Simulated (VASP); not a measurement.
## Ti: single point with LDA

Ti:

```
CELL_PARAMETERS angstrom
0.00000 2.11400 2.11400
2.11400 0.00000 2.11400
2.11400 2.11400 0.00000
ATOMIC_POSITIONS crystal
Ti 0.00000 0.00000 0.00000
```

This isn't the form of Ti at room conditions, which is hcp.

* Program: VASP 6.6.1
* Task: single point
* Functional: LDA
* Potentials or basis: VASP PAW LDA potentials, release 64 (Ti_sv)
* Cutoff: 520 eV
* k mesh: 22 × 22 × 22
* Occupations: gaussian, width 0.15 eV
* Spin: collinear spin
* Starting moments: [0.375] μB
* Fixed moment: 0.375 μB
* Dipole correction: no
* Further INCAR settings: ALGO = Normal; EDIFF = 1e-06; NBANDS = 16

```
Pressure                                              : -14.7 GPa
Net moment                                            : 0.38 μB per cell
Site moments                                          : Ti +0.25 μB
Valence electrons inside the program's atomic spheres : Ti 10.20
```

It took 2.6 min on 1 thread of Intel Xeon 8259CL, with other jobs on the host, peak memory 0.25 GiB.

Caveat: the cell stands under tension; the total moment is fixed, so each spin has its own Fermi level.
